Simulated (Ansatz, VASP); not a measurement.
## Si: VASP beside Ansatz

File INCAR:

```
PREC     = Accurate       # precision mode
ENCUT    = 520            # plane-wave cutoff, eV
EDIFF    = 1E-6           # SCF threshold, eV
ISMEAR   = 0              # smearing method
SIGMA    = 0.1            # smearing width, eV
LREAL    = False          # projectors in reciprocal space
LASPH    = True           # aspherical terms in the spheres
NELM     = 80             # most SCF steps
ALGO     = Normal         # electronic algorithm
ISIF     = 2              # what is computed and relaxed
LWAVE    = False          # write WAVECAR
LCHARG   = False          # write CHGCAR
LDIPOL   = True         
IDIPOL   = 3            
DIPOL    = 0.5 0.5 0.379
GGA      = PE             # functional
IVDW     = 12             # dispersion correction
NBANDS   = 16             # bands
```

The input KPOINTS:

```
Automatic mesh
0
Gamma
  9 9 1
```

The input POSCAR:

```
Si
1.0
    3.8472023583      0.0000000000      0.0000000000
   -1.9236011791      3.3317749758      0.0000000000
    0.0000000000      0.0000000000     18.4446971457
Si
4
Direct
    0.3333333333      0.6666666667      0.2695814701
    0.6666666667      0.3333333333      0.2439725610
    0.2222222222      0.7777777778      0.5131392004
    0.5555555556      0.4444444444      0.4875302913
```

Input for Ansatz:

```yaml
crystal:
  lattice:
    - [3.8472023583, 0.0, 0.0]
    - [-1.9236011791, 3.3317749758, 0.0]
    - [0.0, 0.0, 18.4446971457]
  atoms:
    - { symbol: Si, position: [0.3333333333, 0.6666666667, 0.2695814701] }
    - { symbol: Si, position: [0.6666666667, 0.3333333333, 0.243972561] }
    - { symbol: Si, position: [0.2222222222, 0.7777777778, 0.5131392004] }
    - { symbol: Si, position: [0.5555555556, 0.4444444444, 0.4875302913] }
basis:
  ecutwfc: 420
kpoints:
  mp_grid: { grid: [9, 9, 1] }
hamiltonian:
  xc: pbe
  dispersion: d3bj
scf:
  occupations: { method: gaussian, width: 0.1 }
output:
  forces: true
  eigenvalues: true
efield:
  axis: 3
  dipole_correction: true
  ramp_width: 0.04
```

Alike in both runs: task single point; functional PBE; dispersion D3(BJ); k mesh 9 × 9 × 1; occupations gaussian, width 0.1 eV; no spin polarisation.

```csv
,VASP,Ansatz
version,VASP 6.6.1,Ansatz 0.2.0
potentials or method,"VASP PAW PBE potentials, release 64 (Si), cutoff 520 eV","scalar-relativistic, plane waves, PAW"
valence electrons in the cell,16,16
```

```csv
,VASP,Ansatz,Ansatz less VASP
gap on the k mesh at the Fermi level (eV),0.45,0.45,0.000
least direct gap on the mesh (eV),0.45,0.45,0.000
rms of the force components (eV/Å),0.053,0.055,+0.0021
```

Atom by atom the forces differ by 0.004 eV/Å (rms over components).
